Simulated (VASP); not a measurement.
Write the native input for VASP 6.6.1 that does the following.

- Task: electric field gradients
- Functional: PBE
- Potentials or basis: VASP PAW PBE potentials, release 64 (Pb_d, Se)
- Cutoff: 520 eV
- k mesh: 9 × 9 × 9
- Occupations: fermi-dirac, width 0.01 eV
- Spin: no spin polarisation
- Dipole correction: no
- Further INCAR settings: ALGO = Normal; EDIFF = 1e-08; NBANDS = 17

The structure of PbSe lies in POSCAR:

```
PbSe
1.0
    0.0000000000      3.0723233306      3.0723233306
    3.0723233306      0.0000000000      3.0723233306
    3.0723233306      3.0723233306      0.0000000000
Pb Se
1 1
Direct
    0.0000000000      0.0000000000      0.0000000000
    0.5000000000      0.5000000000      0.5000000000
```

This cell differs from its parent crystal: volume scaled by 1.01.

These files were run (other wordings do the same):

INCAR

```
SYSTEM = PbSe
PREC = Accurate ; ENCUT = 520
EDIFF = 1E-8 ; ISMEAR = -1
SIGMA = 0.01 ; LREAL = .False.
LASPH = .True. ; NELM = 80
ALGO = Normal ; ISIF = 2
LWAVE = .False. ; LCHARG = .False.
GGA = PE ; LEFG = .True.
NBANDS = 17
```

KPOINTS

```
Automatic mesh
0
Gamma
  9 9 9
  0 0 0
```

Potentials or basis: VASP PAW PBE potentials, release 64 (Pb_d, Se).

The run is started by

```console
$ cat potpaw_PBE.64/Pb_d/POTCAR potpaw_PBE.64/Se/POTCAR > POTCAR
$ mpirun -np 1 vasp_std > vasp.out
```

Results of the run:

```yaml
Pressure: 1.8 GPa
```

Caveat: without QUAD_EFG the Cq values of the log hold for a quadrupole moment of 1 mb, not for the nuclei.

Wall time 15 s on 1 thread of Intel Xeon 6975P-C, with other jobs on the host, peak memory 0.19 GiB.
